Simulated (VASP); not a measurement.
Write the native input for VASP 6.6.1 that does the following.

```yaml
Task: single point
Functional: LDA
Potentials_or_basis: VASP PAW LDA potentials, release 64 (Ca_sv, B, Pd)
Cutoff: 520 eV
k_mesh: 6 × 6 × 6
Occupations: fermi-dirac, width 0.1 eV
Spin: no spin polarisation
Dipole_correction: no
Further_INCAR_settings: ALGO = Normal; EDIFF = 1e-06; NBANDS = 30
```

The structure of CaBPd3 lies in POSCAR:

```
CaBPd3
1.0
    4.3531673019      0.0000000000      0.0000000000
    0.0000000000      4.3531673019      0.0000000000
    0.0000000000      0.0000000000      4.3531673019
Ca B Pd
1 1 3
Direct
    0.5000000000      0.5000000000      0.5000000000
    0.0000000000      0.0000000000      0.0000000000
    0.5000000000      0.0000000000      0.0000000000
    0.0000000000      0.5000000000      0.0000000000
    0.0000000000      0.0000000000      0.5000000000
```

The input as run:

INCAR

```
PREC     = Accurate       # precision mode
ENCUT    = 520            # plane-wave cutoff, eV
EDIFF    = 1E-6           # SCF threshold, eV
ISMEAR   = -1             # smearing method
SIGMA    = 0.1            # smearing width, eV
LREAL    = False          # projectors in reciprocal space
LASPH    = True           # aspherical terms in the spheres
NELM     = 60             # most SCF steps
ALGO     = Normal         # electronic algorithm
ISIF     = 2              # what is computed and relaxed
LWAVE    = False          # write WAVECAR
LCHARG   = True           # write CHGCAR
LELF     = True           # ELF
LVHAR    = True         
NBANDS   = 30             # bands
```

KPOINTS

```
regular mesh
0
Gamma
  6 6 6
```

Potentials or basis: VASP PAW LDA potentials, release 64 (Ca_sv, B, Pd).

Launch:

```bash
$ cat potpaw_LDA.64/Ca_sv/POTCAR potpaw_LDA.64/B/POTCAR potpaw_LDA.64/Pd/POTCAR > POTCAR
$ mpirun -np 1 vasp_std > vasp.out
```

It gave:

| Item | Value |
| --- | --- |
| Pressure | -12.5 GPa |

Wall time 30 s on 1 thread of AMD EPYC 7R13 Processor (Zen 3), with other jobs on the host, peak memory 0.15 GiB.
